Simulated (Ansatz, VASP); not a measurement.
**One calculation of BeS, two programs**

File INCAR:

```
SYSTEM = BeS
PREC = Accurate
ENCUT = 600
EDIFF = 1E-6
ISMEAR = 0
SIGMA = 0.05
LREAL = .FALSE.
LASPH = .TRUE.
NELM = 120
ALGO = Normal
ISIF = 2
LWAVE = .FALSE.
LCHARG = .FALSE.
GGA = PE
NBANDS = 11
GGA_COMPAT = .FALSE.
```

File KPOINTS:

```
regular mesh
0
G
  8 8 8
  0 0 0
```

Contents of POSCAR:

```
BeS
1.0
    0.0000000000      2.4379189068      2.4379189068
    2.4379189068      0.0000000000      2.4379189068
    2.4379189068      2.4379189068      0.0000000000
Be S
1 1
Direct
    0.0000000000      0.0000000000      0.0000000000
    0.7500000000      0.7500000000      0.7500000000
```

Input for Ansatz:

```yaml
crystal:
  lattice:
    - [0.0, 2.4379189068, 2.4379189068]
    - [2.4379189068, 0.0, 2.4379189068]
    - [2.4379189068, 2.4379189068, 0.0]
  atoms:
    - { symbol: Be, position: [0.0, 0.0, 0.0] }
    - { symbol: S, position: [0.75, 0.75, 0.75] }
basis:
  ecutwfc: 420
kpoints:
  mp_grid: { grid: [8, 8, 8] }
hamiltonian:
  xc: pbe
scf:
  occupations: { method: gaussian, width: 0.05 }
output:
  forces: true
  stress: true
  eigenvalues: true
```

Alike in both runs: task single point; functional PBE; k mesh 8 × 8 × 8; occupations gaussian, width 0.05 eV; no spin polarisation.

```csv
,VASP,Ansatz
version,VASP 6.6.1,Ansatz 0.2.0
potentials or method,"VASP PAW PBE potentials, release 64 (Be, S), cutoff 600 eV","scalar-relativistic, plane waves, PAW"
valence electrons in the cell,8,8
```

```csv
,VASP,Ansatz,Ansatz less VASP
gap on the k mesh at the Fermi level (eV),3.15,3.14,-0.001
least direct gap on the mesh (eV),5.68,5.66,-0.018
pressure (GPa),0.1,0.0,-0.04
```
